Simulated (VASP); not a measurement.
Here is a VASP 6.6.1 calculation.

File INCAR:

```
ALGO = Normal
EDIFF = 1E-7
EDIFFG = -0.01
ENCUT = 500
GGA = PE
GGA_COMPAT = False
IBRION = 2
ISIF = 3
ISMEAR = 0
KPAR = 4
LASPH = True
LCHARG = False
LREAL = False
LWAVE = False
NELM = 120
NELMIN = 4
NSW = 100
PREC = Accurate
SIGMA = 0.02
```

The input KPOINTS:

```
k-points
0
Gamma
  8 8 2
```

The input POSCAR:

```
Sn5GeSe6
1.0
    4.2651319400      0.0000000000      0.0000000000
    0.0000000000      4.2651319400      0.0000000000
    0.0000000000      0.0000000000     18.0954223000
Sn Ge Se
5 1 6
Direct
    0.0000000000      0.0000000000      0.8333333300
    0.5000000000      0.5000000000      0.0000000000
    0.0000000000      0.0000000000      0.1666666700
    0.5000000000      0.5000000000      0.3333333300
    0.5000000000      0.5000000000      0.6666666700
    0.0000000000      0.0000000000      0.5000000000
    0.0000000000      0.0000000000      0.0000000000
    0.5000000000      0.5000000000      0.1666666700
    0.0000000000      0.0000000000      0.3333333300
    0.5000000000      0.5000000000      0.5000000000
    0.0000000000      0.0000000000      0.6666666700
    0.5000000000      0.5000000000      0.8333333300
```

Potentials or basis: VASP PAW PBE potentials, release 64 (Sn_d, Ge_d, Se).

Run with:

```console
$ cat potpaw_PBE.64/Sn_d/POTCAR potpaw_PBE.64/Ge_d/POTCAR potpaw_PBE.64/Se/POTCAR > POTCAR
$ mpirun -np 4 vasp_std > vasp.out
```

Q: What does it give for the space group after relaxing (to 0.1 Å)?

A: P4/mmm (No. 123).

Q: Predict the band gap on the k mesh.

A: 0.27 eV.

Final structure:
```
CELL_PARAMETERS angstrom
4.24523 0.00000 0.00000
0.00000 4.24523 0.00000
0.00000 0.00000 18.00393
ATOMIC_POSITIONS crystal
Sn 0.00000 0.00000 0.83167
Sn 0.50000 0.50000 0.00000
Sn 0.00000 0.00000 0.16833
Sn 0.50000 0.50000 0.33765
Sn 0.50000 0.50000 0.66235
Ge 0.00000 0.00000 0.50000
Se 0.00000 0.00000 0.00000
Se 0.50000 0.50000 0.16727
Se 0.00000 0.00000 0.34123
Se 0.50000 0.50000 0.50000
Se 0.00000 0.00000 0.65877
Se 0.50000 0.50000 0.83273
```

Caveat: semilocal functionals underestimate gaps, and a narrow one can read as zero; spin-orbit coupling is left out, which moves the levels of the heavy elements. A k mesh can miss the band edges.
